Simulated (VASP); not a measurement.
Set up this calculation in VASP 6.6.1, as the native input.

- Task: single point
- Functional: PBEsol
- Potentials or basis: VASP PAW PBE potentials, release 64 (Al, Fe)
- Cutoff: 520 eV
- k mesh: 10 × 10 × 10
- Occupations: gaussian, width 0.1 eV
- Spin: collinear spin, ferromagnetic start
- Starting moments: [0.0, 0.0, 4.0, 4.0, 4.0, 4.0] μB
- Dipole correction: no
- Further INCAR settings: ALGO = Fast; EDIFF = 1e-06; NBANDS = 32

The structure of AlFe2 lies in POSCAR:

```
AlFe2
1.0
    0.0000000000      3.3513150000      3.3513150000
    3.3513150000      0.0000000000      3.3513150000
    3.3513150000      3.3513150000      0.0000000000
Al Fe
2 4
Direct
    0.2500000000      0.2500000000      0.2500000000
    0.0000000000      0.0000000000      0.0000000000
    0.6250000000      0.1250000000      0.6250000000
    0.6250000000      0.6250000000      0.1250000000
    0.1250000000      0.6250000000      0.6250000000
    0.6250000000      0.6250000000      0.6250000000
```

The input as run:

INCAR

```
ALGO = Fast ; EDIFF = 1E-6
ENCUT = 520 ; GGA = PS
ISIF = 2 ; ISMEAR = 0
ISPIN = 2 ; LASPH = True
LCHARG = True ; LELF = True
LMAXMIX = 4 ; LORBIT = 11
LREAL = False ; LVHAR = True
LWAVE = False ; MAGMOM = 0 0 4 4 4 4
NBANDS = 32 ; NELM = 150
PREC = Accurate ; SIGMA = 0.1
```

KPOINTS

```
k-points
0
Gamma
  10 10 10
```

Potentials or basis: VASP PAW PBE potentials, release 64 (Al, Fe).

The run is started by

```console
$ cat potpaw_PBE.64/Al/POTCAR potpaw_PBE.64/Fe/POTCAR > POTCAR
$ mpirun -np 1 vasp_std > vasp.out
```

Results of the run:

```
Pressure                                              : -7.4 GPa
Net moment                                            : 6.84 μB per cell
Site moments                                          : Al -0.05; Fe +1.77 μB
Valence electrons inside the program's atomic spheres : Al 0.72; Fe 7.41
```

Caveat: the cell stands under tension; the PAW data sets were made with another functional, which shifts forces and pressure a little.

Run time: 2.6 min on 1 thread of AMD EPYC 9R45 96-Core Processor (Zen 5) (shared host), peak memory 0.31 GiB.
